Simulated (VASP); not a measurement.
GdO:

```
CELL_PARAMETERS angstrom
0.00000 2.73553 2.73553
2.73553 0.00000 2.73553
2.73553 2.73553 0.00000
ATOMIC_POSITIONS crystal
Gd 0.00000 0.00000 0.00000
O 0.75000 0.75000 0.75000
```

This cell differs from its parent crystal: volume scaled by 1.04.

Base run:

| Property | Result |
| --- | --- |
| Program | VASP 6.6.1 |
| Functional | PBE |
| Potentials or basis | VASP PAW PBE potentials, release 64 (Gd, O) |
| Cutoff | 520 eV |
| k mesh | 9 × 9 × 9 |
| Occupations | fermi-dirac, width 0.05 eV |
| Spin | collinear spin, ferromagnetic start |
| Starting moments | [7.0, 0.0] μB |

Its results: pressure -3.9 GPa; net moment 7.56 μB per cell; site moments Gd +6.86; O -0.02 μB.

**Question.** The run is repeated on the same cell with these changes: functional from PBE to LDA. What comes out?

**Answer.** Pressure -10.2 GPa; net moment 6.87 μB per cell; site moments Gd +6.65; O -0.05 μB.

LDA binds more tightly than PBE, so the same cell stands under less pressure.

Caveats: a cell with one magnetic atom can't hold antiferromagnetic order, which such compounds often take; the PAW data sets were made with another functional, which shifts forces and pressure a little (some runs).
